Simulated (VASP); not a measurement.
Wanted: the native input for a VASP 6.6.1 run.

| Item | Value |
| --- | --- |
| Task | single point |
| Functional | PBE |
| Potentials or basis | VASP PAW PBE potentials, release 64 (Fe, O) |
| Cutoff | 520 eV |
| k mesh | 14 × 14 × 14 |
| Occupations | gaussian, width 0.05 eV |
| Spin | no spin polarisation |
| Dipole correction | no |
| Further INCAR settings | ALGO = Normal; EDIFF = 1e-07; NBANDS = 14 |

The structure of FeO (Wuestite) lies in POSCAR:

```
FeO
1.0
    0.0000000000      2.0314690713      2.0314690713
    2.0314690713      0.0000000000      2.0314690713
    2.0314690713      2.0314690713      0.0000000000
Fe O
1 1
Direct
    0.0000000000      0.0000000000      0.0000000000
    0.5000000000      0.5000000000      0.5000000000
```

This cell differs from its parent crystal: volume scaled by 0.980.

These files were run (other wordings do the same):

INCAR

```
  PREC = Accurate
  ENCUT = 520
  EDIFF = 1E-7
  ISMEAR = 0
  SIGMA = 0.05
  LREAL = False
  LASPH = True
  NELM = 100
  ALGO = Normal
  ISIF = 2
  LWAVE = False
  LCHARG = False
  GGA = PE
  NBANDS = 14
```

KPOINTS

```
regular mesh
0
Gamma
  14 14 14
```

Potentials or basis: VASP PAW PBE potentials, release 64 (Fe, O).

Launch:

```sh
$ cat potpaw_PBE.64/Fe/POTCAR potpaw_PBE.64/O/POTCAR > POTCAR
$ mpirun -np 1 vasp_std > vasp.out
```

Results of the run:

| Item | Value |
| --- | --- |
| Pressure | 6.5 GPa |
| Band gap on the k mesh | zero (band 7 reaches 7.72 eV, above the bottom of band 8 at 6.58 eV) |

Caveat: the run has no spin polarisation, though such a crystal can be magnetic; semilocal functionals often make such compounds metallic where correlation or magnetic order opens a gap, which also shifts bond lengths.

Run time: 25 s on 1 thread of AMD EPYC 7R43 64-Core Processor (Zen 3) (shared host), peak memory 0.12 GiB.
